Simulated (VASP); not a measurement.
# MoS2 (P-3m1) in VASP: a series of runs

MoS2 is run at these levels: PBE; tasks: single point.

All numbers are computed with VASP 6.6.1; they aren't measurements. Logs are shortened: lines on timing, memory, paths and dates and some standing lists are left out, and cuts for length are marked.

## 1. The cell of the first run

Symmetry: P-3m1, No. 164, trigonal system. The conventional cell has a = 3.186 Å, b = 3.186 Å, c = 14.210 Å, α = 90.00°, β = 90.00°, γ = 120.00°. Mo (site symmetry 3m) has 6 S at 2.41 Å and 6 Mo at 3.19 Å within 3.2 Å. S (site symmetry 3m) has 3 Mo at 2.41 Å and 7 S at 3.13 to 3.19 Å within 3.2 Å. S (site symmetry 3m) has 3 Mo at 2.41 Å and 7 S at 3.13 to 3.19 Å within 3.2 Å.

## 2. Single point, PBE

File INCAR:

```
SYSTEM = MoS2
PREC = Accurate
ENCUT = 520
EDIFF = 1E-7
ISMEAR = 0
SIGMA = 0.05
LREAL = .False.
LASPH = .True.
NELM = 60
ALGO = Normal
ISIF = 2
LWAVE = .False.
LCHARG = .False.
GGA = PE
NBANDS = 35
```

File KPOINTS:

```
Automatic mesh
0
Gamma
  10 10 2
  0 0 0
```

File POSCAR:

```
MoS2
1.0
   -3.1855822414      0.0000000000      0.0000000000
   -1.5927911207     -2.7587951469      0.0000000000
    0.0000000000      0.0000000000     14.2104568311
Mo S
2 4
Direct
    0.3333333333      0.3333333333      0.2552778036
    0.6666666667      0.6666666667      0.7658334108
    0.3333333333      0.3333333333      0.6558752236
    0.6666666667      0.6666666667      0.1453196165
    0.3333333333      0.3333333333      0.8757915979
    0.6666666667      0.6666666667      0.3652359907
```

Potentials or basis: VASP PAW PBE potentials, release 64 (Mo_sv, S).

Launch:

```console
$ cat potpaw_PBE.64/Mo_sv/POTCAR potpaw_PBE.64/S/POTCAR > POTCAR
$ mpirun -np 1 vasp_std > vasp.out
```

OUTCAR:

```text
SYSTEM = MoS2
   PREC = Accurate
   ENCUT = 520
   EDIFF = 1E-7
   ISMEAR = 0
   LREAL = .False.
   LASPH = .True.
   NELM = 60
   ISIF = 2
   GGA = PE

 ion  position               nearest neighbor table
   1  0.333  0.333  0.255-   6 2.41   4 2.41   6 2.41   4 2.41   6 2.41   4 2.41
   2  0.667  0.667  0.766-   5 2.41   5 2.41   5 2.41   3 2.41   3 2.41   3 2.41
   3  0.333  0.333  0.656-   2 2.41   2 2.41   2 2.41
   4  0.667  0.667  0.145-   1 2.41   1 2.41   1 2.41
   5  0.333  0.333  0.876-   2 2.41   2 2.41   2 2.41
   6  0.667  0.667  0.365-   1 2.41   1 2.41   1 2.41

  LATTYP: Found a hexagonal cell.
 ALAT       =     3.1855822414
 C/A-ratio  =     4.4608664144

  Lattice vectors:

 A1 = (   1.5927911207,   2.7587951469,   0.0000000000)
 A2 = (  -3.1855822414,   0.0000000000,   0.0000000000)
 A3 = (   0.0000000000,   0.0000000000,  14.2104568311)

Analysis of symmetry for initial positions (statically):
=====================================================================
 Subroutine PRICEL returns:
 Original cell was already a primitive cell.

 Routine SETGRP: Setting up the symmetry group for a
 hexagonal supercell.

 Subroutine GETGRP returns: Found 12 space group operations
 (whereof  6 operations were pure point group operations)
 out of a pool of 24 trial point group operations.

The static configuration has the point symmetry C_3v.
 The point group associated with its full space group is D_3d.

Analysis of symmetry for dynamics (positions and initial velocities):
=====================================================================
 Subroutine PRICEL returns:
 Original cell was already a primitive cell.

 Routine SETGRP: Setting up the symmetry group for a
 hexagonal supercell.

 Subroutine GETGRP returns: Found 12 space group operations
 (whereof  6 operations were pure point group operations)
 out of a pool of 24 trial point group operations.

The dynamic configuration has the point symmetry C_3v.
 The point group associated with its full space group is D_3d.

 Subroutine INISYM returns: Found 12 space group operations
 (whereof  6 operations are pure point group operations),
 and found     1 'primitive' translations

----------------------------------------------------------------------------------------

                                     Primitive cell

  volume of cell :     124.8867

  direct lattice vectors                    reciprocal lattice vectors
    -3.185582241  0.000000000  0.000000000    -0.313914357  0.181238538  0.000000000
    -1.592791121 -2.758795147  0.000000000     0.000000000 -0.362477077  0.000000000
     0.000000000  0.000000000 14.210456831     0.000000000  0.000000000  0.070370714

  length of vectors
     3.185582241  3.185582241 14.210456831     0.362477077  0.362477077  0.070370714

  position of ions in fractional coordinates (direct lattice)
     0.333333333  0.333333333  0.255277804
     0.666666667  0.666666667  0.765833411
     0.333333333  0.333333333  0.655875224
     0.666666667  0.666666667  0.145319616
     0.333333333  0.333333333  0.875791598
     0.666666667  0.666666667  0.365235991

  ion indices of the primitive-cell ions
   primitive index   ion index
                 1           1
                 2           2
                 3           3
                 4           4
                 5           5
                 6           6

----------------------------------------------------------------------------------------

 KPOINTS: Automatic mesh

Automatic generation of k-mesh.
 Grid dimensions read from file:
 generate k-points for:   10   10    2

 Generating k-lattice:

  Cartesian coordinates                     Fractional coordinates (reciprocal lattice)
    -0.031391436  0.018123854  0.000000000     0.100000000  0.000000000  0.000000000
     0.000000000 -0.036247708  0.000000000     0.000000000  0.100000000  0.000000000
     0.000000000  0.000000000  0.035185357     0.000000000  0.000000000  0.500000000

  Length of vectors
     0.036247708  0.036247708  0.035185357

  Shift w.r.t. Gamma in fractional coordinates (k-lattice)
     0.000000000  0.000000000  0.000000000

 Subroutine IBZKPT returns following result:
 ===========================================

 Found     28 irreducible k-points:

 Following reciprocal coordinates:
            Coordinates               Weight
  0.000000  0.000000  0.000000      1.000000
  0.100000  0.000000  0.000000      6.000000
  0.200000  0.000000  0.000000      6.000000
  0.300000  0.000000  0.000000      6.000000
  0.400000  0.000000  0.000000      6.000000
  0.500000  0.000000  0.000000      3.000000
[... 16 lines left out ...]
  0.400000  0.100000  0.500000     12.000000
  0.500000  0.100000  0.500000     12.000000
 [... further k-points ...]
   k-points           NKPTS =     28   k-points in BZ     NKDIM =     28   number of bands    NBANDS=     35
   number of dos      NEDOS =    301   number of ions     NIONS =      6
   total plane-waves  NPLWV =  62208
   dimension x,y,z NGX =    24 NGY =   24 NGZ =  108
   dimension x,y,z NGXF=    48 NGYF=   48 NGZF=  216
   ions per type =               2   4
   NGX,Y,Z   is equivalent  to a cutoff of  12.52, 12.52, 12.63 a.u.
   NGXF,Y,Z  is equivalent  to a cutoff of  25.05, 25.05, 25.27 a.u.
 SYSTEM =  MoS2
   PREC   = accura    normal or accurate (medium, high low for compatibility)
   ISTART =      0    job   : 0-new  1-cont  2-samecut
   ICHARG =      2    charge: 1-file 2-atom 10-const
   ISPIN  =      1    spin polarized calculation?
   LNONCOLLINEAR =      F non collinear calculations
   LSORBIT =      F    spin-orbit coupling
   LASPH  =      T    aspherical Exc in radial PAW
   ENCUT  =  520.0 eV  38.22 Ry    6.18 a.u.   5.92  5.92 26.42*2*pi/ulx,y,z
   NELM   =     60;   NELMIN=  2; NELMDL= -5     # of ELM steps
   EDIFF  = 0.1E-06   stopping-criterion for ELM
   LREAL  =      F    real-space projection
   EDIFFG = 0.1E-05   stopping-criterion for IOM
   NSW    =      0    number of steps for IOM
   IBRION =     -1    ionic relax: 0-MD 1-quasi-New 2-CG
   NFREE  =      0    steps in history (QN), initial steepest desc. (CG)
   ISIF   =      2    stress and relaxation
   ISYM   =      2    0-nonsym 1-usesym 2-fastsym
   POTIM  = 0.5000    time-step for ionic-motion
   TEBEG  =    0.0;   TEEND  =   0.0 temperature during run
   PSTRESS=    0.0 pullay stress
   NELECT =      52.0000    total number of electrons
   NUPDOWN=      -1.0000    fix difference up-down
   EMIN   =  10.00;   EMAX   =-10.00  energy-range for DOS
   EFERMI =   0.00;   METHOD = LEGACY
   ISMEAR =     0;   SIGMA  =   0.05  broadening in eV -4-tet -1-fermi 0-gaus
   EFERMI_NEDOS =   21; number of points for ismear=-14 and -15
   IALGO  =     38    algorithm
   IMIX   =      4    mixing-type and parameters
     AMIX     =   0.40;   BMIX     =  1.00
     AMIX_MAG =   1.60;   BMIX_MAG =  1.00
  volume/ion in A,a.u.               =      20.81       140.46
  Fermi-wavevector in a.u.,A,eV,Ry     =   1.222467  2.310128 20.332897  1.494426
  Thomas-Fermi vector in A             =   2.357613
   LORBIT       =      0    0 simple, 1 ext, 2 COOP (PROOUT), +10 PAW based schemes
   GGA     = PE    functional components
   LHFCALC =     F    Hartree Fock is set to
   AEXX    =    0.0000 exact exchange contribution
   IVDW    =     0    specifies the selected vdW correction
   LEPSILON=     F    determine dielectric tensor
   LRPA    =     F    only Hartree local field effects (RPA)
 non-spin polarized calculation
 Gauss-broadening in eV      SIGMA  =   0.05
  energy-cutoff  :      520.00
  volume of cell :      124.89
 maximum number of plane-waves:      3396
   NGX = 11   NGY = 11   NGZ = 53

 number of electron      51.9999999 magnetization

 Free energy of the ion-electron system (eV)
  ---------------------------------------------------
  ext. energy  EPLUGINS =         0.00000000
  ---------------------------------------------------
  free energy    TOTEN  =       -43.71343444 eV

  energy without entropy =      -43.71343444  energy(sigma->0) =      -43.71343444

 E-fermi :   5.6615     XC(G=0):  -9.7329

 val. band max:        5.3028617721   @ k =   0.0000   0.0000   0.0000
 cond. band min:       6.8089172949   @ k =  -0.4000   0.3000   0.0000
 fundamental gap:      1.5060555227
 Fermi energy:         5.6614861360

 k-point     1 :       0.0000    0.0000    0.0000
  band No.  band energies     occupation
      1     -55.8490      2.00000
      2     -55.8490      2.00000
      3     -29.9863      2.00000
      4     -29.9863      2.00000
      5     -29.7851      2.00000
      6     -29.7851      2.00000
[... 27 lines left out ...]
     34       8.0323      0.00000
     35      10.9673      0.00000

 k-point     2 :       0.1000    0.0000    0.0000
  band No.  band energies     occupation
      1     -55.8455      2.00000
      2     -55.8455      2.00000
      3     -29.9793      2.00000
      4     -29.9793      2.00000
      5     -29.8210      2.00000
      6     -29.8210      2.00000
[... 27 lines left out ...]
     34       8.0306      0.00000
     35      11.5466      0.00000

 k-point     3 :       0.2000    0.0000    0.0000
  band No.  band energies     occupation
      1     -55.8363      2.00000
      2     -55.8363      2.00000
      3     -29.9609      2.00000
      4     -29.9609      2.00000
      5     -29.9141      2.00000
      6     -29.9141      2.00000
[... 27 lines left out ...]
     34       8.5561      0.00000
     35      12.1984      0.00000

 k-point     4 :       0.3000    0.0000    0.0000
  band No.  band energies     occupation
      1     -55.8249      2.00000
      2     -55.8249      2.00000
      3     -30.0273      2.00000
      4     -30.0273      2.00000
      5     -29.9381      2.00000
      6     -29.9381      2.00000
[... 27 lines left out ...]
     34       9.0169      0.00000
     35      12.3844      0.00000

 k-point     5 :       0.4000    0.0000    0.0000
  band No.  band energies     occupation
      1     -55.8157      2.00000
      2     -55.8156      2.00000
      3     -30.1174      2.00000
      4     -30.1174      2.00000
      5     -29.9196      2.00000
      6     -29.9196      2.00000
[... 638 lines left out ...]
 k-point    22 :       0.3000    0.1000    0.5000
  band No.  band energies     occupation
      1     -55.8289      2.00000
      2     -55.8288      2.00000
      3     -29.9797      2.00000
      4     -29.9797      2.00000
      5     -29.9460      2.00000
      6     -29.9460      2.00000
[... 27 lines left out ...]
     34       9.0278      0.00000
     35      12.7005      0.00000

 k-point    23 :       0.4000    0.1000    0.5000
  band No.  band energies     occupation
      1     -55.8185      2.00000
      2     -55.8185      2.00000
      3     -30.0747      2.00000
      4     -30.0747      2.00000
      5     -29.9254      2.00000
      6     -29.9254      2.00000
[... 27 lines left out ...]
     34       9.3066      0.00000
     35      12.6444      0.00000

 k-point    24 :       0.5000    0.1000    0.5000
  band No.  band energies     occupation
      1     -55.8121      2.00000
      2     -55.8121      2.00000
      3     -30.1327      2.00000
      4     -30.1327      2.00000
      5     -29.9126      2.00000
      6     -29.9126      2.00000
[... 27 lines left out ...]
     34       9.2286      0.00000
     35      11.5570      0.00000

 [... further k-points ...]
[... 5 lines left out ...]
  --------------------------------------------------------------------------------------
  -------------------------------------------------------------------------------------
  Total       -0.0898734     -0.0898734     -0.0683519      0.0000000      0.0000000     -0.0000000
  in kB       -1.1529902     -1.1529902     -0.8768896      0.0000000      0.0000000     -0.0000000
  external PRESSURE =      -1.0609567 kB  Pullay stress =       0.0000000 kB

 VOLUME and BASIS-vectors are now :
 -----------------------------------------------------------------------------
  energy-cutoff  :      520.00
  volume of cell :      124.89
      direct lattice vectors                 reciprocal lattice vectors
    -3.185582241  0.000000000  0.000000000    -0.313914357  0.181238538  0.000000000
    -1.592791121 -2.758795147  0.000000000     0.000000000 -0.362477077  0.000000000
     0.000000000  0.000000000 14.210456831     0.000000000  0.000000000  0.070370714

 POSITION                                       TOTAL-FORCE (eV/Angst)
 -----------------------------------------------------------------------------------
     -1.59279     -0.91960      3.62761        -0.000000      0.000000      0.002563
     -3.18558     -1.83920     10.88284         0.000000     -0.000000     -0.002563
     -1.59279     -0.91960      9.32029        -0.000000     -0.000000      0.015335
     -3.18558     -1.83920      2.06506        -0.000000      0.000000      0.021474
     -1.59279     -0.91960     12.44540         0.000000     -0.000000     -0.021474
     -3.18558     -1.83920      5.19017         0.000000      0.000000     -0.015335
 -----------------------------------------------------------------------------------
    total drift:                               -0.000000     -0.000000     -0.000020

  FREE ENERGIE OF THE ION-ELECTRON SYSTEM (eV)
  ---------------------------------------------------
  free  energy   TOTEN  =       -43.7134344396 eV

  energy  without entropy=      -43.7134344396  energy(sigma->0) =      -43.71343444
```

It took 4.3 min on 1 thread of AMD EPYC, shared host; peak memory 0.25 GiB.

What came out:

```yaml
Free_energy: -43.7134 eV
Pressure: -0.1 GPa
Largest_force: 0.021 eV/Å
Band_gap_on_the_k_mesh: 1.51 eV, indirect (least direct gap 1.90 eV)
```

Forces on the atoms (eV/Å):
```
Mo   0.000  0.000  0.003
Mo   0.000  0.000 -0.003
S    0.000  0.000  0.015
S    0.000  0.000  0.021
S    0.000  0.000 -0.021
S    0.000  0.000 -0.015
```

Caveat: this functional lacks dispersion, which binds the layers, so the pressure and a relaxed spacing across them are unreliable. A k mesh can miss the band edges.

## 3. Single point, PBE

This run uses another cell than the first one, of 30.04 Å³/atom, 1.443 times its volume.

File INCAR:

```
PREC = Accurate
ENCUT = 520
EDIFF = 1E-6
ISMEAR = 0
SIGMA = 0.05
LREAL = F
LASPH = T
NELM = 100
ALGO = Normal
ISIF = 2
LWAVE = F
LCHARG = T
GGA = PE
LELF = T
LVHAR = T
NBANDS = 35
```

File KPOINTS:

```
regular mesh
0
Gamma
  10 10 2
```

File POSCAR:

```
MoS2
1.0
   -3.1855822414      0.0000000000      0.0000000000
   -1.5927911207     -2.7587951469      0.0000000000
    0.0000000000      0.0000000000     20.5104568311
Mo S
2 4
Direct
    0.3333333333      0.3333333333      0.1768665729
    0.6666666667      0.6666666667      0.5305997186
    0.3333333333      0.3333333333      0.4544163316
    0.6666666667      0.6666666667      0.1006831858
    0.3333333333      0.3333333333      0.6067831057
    0.6666666667      0.6666666667      0.2530499599
```

Potentials or basis: VASP PAW PBE potentials, release 64 (Mo_sv, S).

Launch:

```console
$ cat potpaw_PBE.64/Mo_sv/POTCAR potpaw_PBE.64/S/POTCAR > POTCAR
$ mpirun -np 1 vasp_std > vasp.out
```

Wall time 7.1 min (1 thread of AMD EPYC, shared host); peak memory 0.33 GiB.

Results (log left out):

| Quantity | Value |
| --- | --- |
| Free energy | -43.7105 eV |
| Largest force | 0.015 eV/Å |
| Band gap on the k mesh | 1.66 eV, indirect (least direct gap 1.92 eV) |

Forces in eV/Å, atoms in the order of the input:
```
Mo   0.000  0.000 -0.002
Mo   0.000  0.000  0.002
S    0.000  0.000  0.015
S    0.000  0.000  0.015
S    0.000  0.000 -0.015
S    0.000  0.000 -0.015
```

Levels at points of the mesh, in eV from the valence-band top:
| k point | band 22 | band 23 | band 24 | band 25 | band 26 | band 27 | band 28 | band 29 | band 30 | band 31 |
| --- | --- | --- | --- | --- | --- | --- | --- | --- | --- | --- |
| (0.00, 0.00, 0.00) | -1.63 | -1.63 | -1.63 | -0.23 | 0.00 | 2.62 | 2.62 | 2.62 | 2.62 | 2.87 |
| (0.50, 0.00, 0.00) | -2.00 | -1.12 | -1.11 | -0.76 | -0.76 | 2.10 | 2.11 | 2.60 | 2.63 | 3.67 |
| (0.00, 0.00, 0.50) | -1.63 | -1.63 | -1.63 | -0.23 | 0.00 | 2.62 | 2.62 | 2.62 | 2.62 | 2.87 |
| (0.50, 0.00, 0.50) | -2.00 | -1.11 | -1.11 | -0.76 | -0.76 | 2.10 | 2.11 | 2.60 | 2.63 | 3.67 |
